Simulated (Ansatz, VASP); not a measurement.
**One calculation of Ti8HC8, two programs**

```
CELL_PARAMETERS angstrom
0.00000 4.33278 -4.33278
-4.33278 0.00000 -4.33278
-4.33278 4.33278 0.00000
ATOMIC_POSITIONS crystal
Ti 0.99859 0.49764 0.99864
Ti 0.50628 0.49756 0.99864
Ti 0.99872 0.00478 0.99877
Ti 0.50092 0.00005 0.99901
Ti 0.99859 0.49757 0.50631
Ti 0.50086 0.49833 0.50091
Ti 0.99898 0.00005 0.50096
Ti 0.50086 0.99992 0.50090
C 0.74712 0.75059 0.25163
C 0.25164 0.75056 0.25167
C 0.75074 0.24961 0.24995
C 0.25155 0.24633 0.25158
C 0.75070 0.74883 0.75074
C 0.25159 0.75059 0.74716
C 0.75073 0.24969 0.75077
C 0.24990 0.24962 0.75078
H 0.12607 0.62323 0.12613
```

Alike in both runs: functional PBE; k mesh 5 × 5 × 5; occupations gaussian, width 0.1 eV; no spin polarisation.

Ansatz relaxed the structure, and its values are those at the end. VASP's run is a single point on that final structure, the one shown.

|  | VASP | Ansatz |
| --- | --- | --- |
| version | VASP 6.6.1 | Ansatz 0.2.0 |
| potentials or method | VASP PAW PBE potentials, release 64 (Ti_sv, C, H), cutoff 520 eV | scalar-relativistic, plane waves, PAW |
| valence electrons in the cell | 129 | 129 |

VASP gave:

| Quantity | Value |
| --- | --- |
| gap on the k mesh at the Fermi level (eV) | none |
| rms of the force components (eV/Å) | 0.012 |

Question: What did Ansatz give for the same quantities?

Answer: gap on the k mesh at the Fermi level (eV): none; rms of the force components (eV/Å): 0.009.

A gap of «none» marks a metal or a gap that the smearing closes. With one functional, cell and mesh, what is left measures potentials, basis and numerics.
